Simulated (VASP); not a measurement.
A run of VASP 6.6.1:

File INCAR:

```
PREC = Accurate
ENCUT = 520
EDIFF = 1E-6
ISMEAR = 0
SIGMA = 0.01
LREAL = F
LASPH = T
NELM = 100
ALGO = Normal
ISIF = 2
LWAVE = F
LCHARG = F
GGA = PE
NBANDS = 11
```

The input KPOINTS:

```
regular mesh
0
Gamma
  10 10 10
```

POSCAR

```
C
1.0
    0.0000000000      1.7801241434      1.7801241434
    1.7801241434      0.0000000000      1.7801241434
    1.7801241434      1.7801241434      0.0000000000
C
2
Direct
    0.0000000000      0.0000000000      0.0000000000
    0.2500000000      0.2500000000      0.2500000000
```

Potentials or basis: VASP PAW PBE potentials, release 64 (C).

The run is started by

```console
$ cat potpaw_PBE.64/C/POTCAR > POTCAR
$ mpirun -np 1 vasp_std > vasp.out
```

Hardware: 1 thread of AMD EPYC 7R43 64-Core Processor (Zen 3) (shared host).

**Question.** How long does it take, and how much memory?

**Answer.** Wall time 5.7 s on 1 thread of AMD EPYC 7R43 64-Core Processor (Zen 3), on a shared host, peak memory 0.08 GiB. Counts: scf iterations 11, k points 47.
